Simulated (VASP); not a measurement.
# SiPbS3: relaxation of cell and atoms with PBE

Crystal: SiPbS3.

```
CELL_PARAMETERS angstrom
4.52119 0.00000 0.00000
0.00000 4.52119 0.00000
0.00000 0.00000 4.57784
ATOMIC_POSITIONS crystal
Si 0.00000 0.00000 0.00000
Pb 0.50000 0.50000 0.51500
S 0.50000 0.50000 0.97500
S 0.00000 0.50000 0.48500
S 0.50000 0.00000 0.48500
```

- Program: VASP 6.6.1
- Task: relaxation of cell and atoms
- Functional: PBE
- Potentials or basis: VASP PAW PBE potentials, release 64 (Si, Pb_d, S)
- Cutoff: 600 eV
- k mesh: 4 × 4 × 4
- Occupations: gaussian, width 0.1 eV
- Spin: no spin polarisation
- Dipole correction: no
- Further INCAR settings: ALGO = Normal; EDIFF = 1e-06; IBRION = 2; EDIFFG = -0.04; NSW = 90; ISIF = 3

| Property | Result |
| --- | --- |
| Relaxed volume | 28.49 Å³/atom |
| Relaxed cell | a = 4.776 Å, b = 4.776 Å, c = 6.244 Å, α = 90.00°, β = 90.00°, γ = 90.00° |
| Space group after relaxing (to 0.1 Å) | P4mm (No. 99) |
| Energy gained by relaxing | 1357.3 meV/atom |
| Ionic steps | 62 |
| Pressure after relaxing | -0.2 GPa |
| Largest force after relaxing | 0.025 eV/Å |
| Band gap on the k mesh | zero (bands 18 and 19 overlap by 0.54 eV) |

Forces in eV/Å, atoms in the order of the input:
```
Si   0.000  0.000  0.000
Pb   0.000  0.000 -0.025
S    0.000  0.000 -0.011
S    0.000  0.000  0.018
S    0.000  0.000  0.018
```

Stress tensor (GPa, compression positive):
```
-0.21  0.00  0.00
 0.00 -0.21  0.00
 0.00  0.00 -0.10
```

Step by step:
| step | energy change (eV) | largest force (eV/Å) | pressure (GPa) | volume (Å³) |
| --- | --- | --- | --- | --- |
| 1 | 0.0000 | 7.1274 | 39.77 | 93.58 |
| 3 | -3.7056 | 2.6564 | 3.50 | 129.12 |
| 5 | -3.7058 | 2.7233 | 2.69 | 131.42 |
| 7 | -3.9642 | 0.6444 | -1.58 | 140.92 |
| 9 | -4.1057 | 1.0046 | 0.66 | 133.09 |
| 11 | -4.4719 | 1.9145 | 2.85 | 128.23 |
| 13 | -4.6911 | 3.5055 | 5.61 | 124.22 |
| 15 | -4.7131 | 4.0799 | 6.50 | 123.20 |
| 17 | -4.7944 | 4.3431 | 7.04 | 122.59 |
| 19 | -4.8881 | 5.6039 | 9.73 | 120.17 |
| 21 | -5.4411 | 3.4771 | 8.44 | 121.45 |
| 23 | -5.9895 | 1.1606 | 5.35 | 127.10 |
| 25 | -6.0833 | 1.4113 | 4.61 | 128.34 |
| 27 | -6.1404 | 1.3856 | 3.41 | 129.78 |
| 29 | -6.3948 | 0.4963 | -0.20 | 137.98 |
| 31 | -6.4182 | 0.3511 | -1.42 | 141.94 |
| 33 | -6.5307 | 0.2956 | 0.03 | 137.63 |
| 35 | -6.5446 | 0.3441 | 0.21 | 137.11 |
| 37 | -6.6060 | 0.5913 | -1.77 | 142.53 |
| 39 | -6.6189 | 0.5126 | -2.15 | 143.95 |
| 41 | -6.6293 | 0.4657 | -2.16 | 144.09 |
| 43 | -6.6531 | 0.7469 | -1.96 | 144.65 |
| 45 | -6.7000 | 0.6492 | -1.20 | 141.84 |
| 47 | -6.7343 | 0.4380 | 0.45 | 136.85 |
| 49 | -6.7492 | 0.2120 | 0.24 | 137.86 |
| 51 | -6.7524 | 0.3517 | 0.10 | 138.62 |
| 53 | -6.7692 | 0.1725 | -0.11 | 140.39 |
| 55 | -6.7703 | 0.1642 | -0.16 | 140.90 |
| 57 | -6.7727 | 0.1676 | -0.06 | 140.79 |
| 59 | -6.7795 | 0.1400 | 0.12 | 140.79 |
| 61 | -6.7851 | 0.1196 | -0.20 | 142.28 |
| 62 | -6.7865 | 0.0251 | -0.17 | 142.43 |

Final structure:
```
Si Pb S
1.0
     4.77614    0.00000    0.00000
     0.00000    4.77614    0.00000
     0.00000    0.00000    6.24368
Si Pb S
1 1 3
Direct
  0.00000 0.00000 0.39255
  0.50000 0.50000 0.53772
  0.50000 0.50000 0.92039
  0.00000 0.50000 0.30467
  0.50000 0.00000 0.30467
```

Levels at points of the mesh, in eV from the Fermi level:
```csv
k point,band 14,band 15,band 16,band 17,band 18,band 19,band 20,band 21,band 22
"(0.00, 0.00, 0.00)",-2.36,-2.02,-1.75,-1.30,-0.20,-0.20,1.48,2.63,2.63
"(0.50, 0.00, 0.00)",-3.55,-1.84,-1.21,-0.18,-0.01,0.38,1.75,3.05,3.43
"(0.50, 0.50, 0.00)",-1.92,-1.05,-1.05,-0.92,-0.75,1.34,2.28,2.28,3.38
"(0.00, 0.00, 0.50)",-2.24,-2.24,-1.79,-0.76,-0.76,0.00,1.86,3.49,3.49
"(0.50, 0.00, 0.50)",-2.79,-2.34,-0.65,-0.41,0.05,0.25,1.34,2.68,3.97
"(0.50, 0.50, 0.50)",-1.92,-1.03,-0.75,-0.35,-0.26,-0.26,2.25,2.25,3.15
```

Wall time 19 min on 1 thread of AMD EPYC 9R14 (Zen 4) (shared host), peak memory 0.22 GiB.

Caveat: the volume moved by over 15 % at a fixed basis, so the end points are rough; spin-orbit coupling is left out, which moves the levels of the heavy elements.
